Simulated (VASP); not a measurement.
Wanted: the native input for a VASP 6.6.1 run.

- Task: single point
- Functional: RPBE
- Dispersion: D4
- Potentials or basis: VASP PAW PBE potentials, release 64 (Co)
- Cutoff: 520 eV
- k mesh: 12 × 12 × 7
- Occupations: fermi-dirac, width 0.05 eV
- Spin: collinear spin, ferromagnetic start
- Starting moments: [2.0, 2.0] μB
- Dipole correction: no
- Further INCAR settings: ALGO = Normal; EDIFF = 1e-07; NBANDS = 20

The structure of Co lies in POSCAR:

```
Co
1.0
    2.4725709937      0.0000000000      0.0000000000
   -1.2362854969      2.1413092932      0.0000000000
    0.0000000000      0.0000000000      3.9895713008
Co
2
Direct
    0.6666666667      0.3333333333      0.7500000000
    0.3333333333      0.6666666667      0.2500000000
```

These files were run (other wordings do the same):

INCAR

```
PREC = Accurate ; ENCUT = 520
EDIFF = 1E-7 ; ISMEAR = -1
SIGMA = 0.05 ; LREAL = False
LASPH = True ; NELM = 150
ALGO = Normal ; ISIF = 2
LWAVE = False ; LCHARG = True
ISPIN = 2 ; MAGMOM = 2 2
LORBIT = 11 ; LMAXMIX = 4
GGA = RP ; IVDW = 13
LELF = True ; LVHAR = True
NBANDS = 20
```

KPOINTS

```
Automatic mesh
0
Gamma
  12 12 7
```

Potentials or basis: VASP PAW PBE potentials, release 64 (Co).

The run is started by

```sh
$ cat potpaw_PBE.64/Co/POTCAR > POTCAR
$ mpirun -np 1 vasp_std > vasp.out
```

Results of the run:

The pressure is -0.8 GPa and the net moment is 3.21 μB per cell. The site moments are Co +1.62 μB, the valence electrons inside the program's atomic spheres are Co 8.33 and the dispersion energy per atom is -0.859 eV.

Caveat: the PAW data sets were made with another functional, which shifts forces and pressure a little; pairwise dispersion overbinds metals, which lowers pressure and volume.

It took 33 s on 1 thread of Intel(R) Xeon(R) Platinum 8559C (Emerald Rapids), with other jobs on the host, peak memory 0.16 GiB.
